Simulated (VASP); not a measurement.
TiC, 8 atoms in the cell. The structure is hexagonal, space group P6_3/mmc (No. 194). Conventional cell: a = 3.144 Å, b = 3.144 Å, c = 10.361 Å, α = 90.00°, β = 90.00°, γ = 120.00°. Ti (site symmetry -6m2) has 6 C at 2.23 Å within 2.9 Å. Ti (site symmetry -3m) has 6 C at 2.23 Å within 2.9 Å. Within 2.9 Å of C (site symmetry 3m) lie 6 Ti at 2.23 Å and 1 C at 2.59 Å. 

| Property | Result |
| --- | --- |
| Program | VASP 6.6.1 |
| Task | relaxation of cell and atoms |
| Functional | PBE |
| Potentials or basis | VASP PAW PBE potentials, release 64 (Ti_sv, C) |
| Cutoff | 600 eV |
| k mesh | 6 × 6 × 2 |
| Occupations | gaussian, width 0.1 eV |
| Spin | no spin polarisation |
| Dipole correction | no |
| Further INCAR settings | ALGO = Normal; EDIFF = 1e-06; IBRION = 2; EDIFFG = -0.04; NSW = 90; ISIF = 3 |

Potentials or basis: VASP PAW PBE potentials, release 64 (Ti_sv, C).

The run is started by

```sh
$ cat potpaw_PBE.64/Ti_sv/POTCAR potpaw_PBE.64/C/POTCAR > POTCAR
$ mpirun -np 1 vasp_std > vasp.out
```

Hardware: 1 thread of Intel(R) Xeon(R) Platinum 8259CL CPU @ 2.50GHz (Skylake/Cascade Lake), with other jobs on the host.

Task: How long does it take, and how much memory?

Result: It took 5.4 min on 1 thread of Intel(R) Xeon(R) Platinum 8259CL CPU @ 2.50GHz (Skylake/Cascade Lake), on a shared host, peak memory 0.27 GiB. Counts: scf iterations 61, k points 14, ion steps 5.
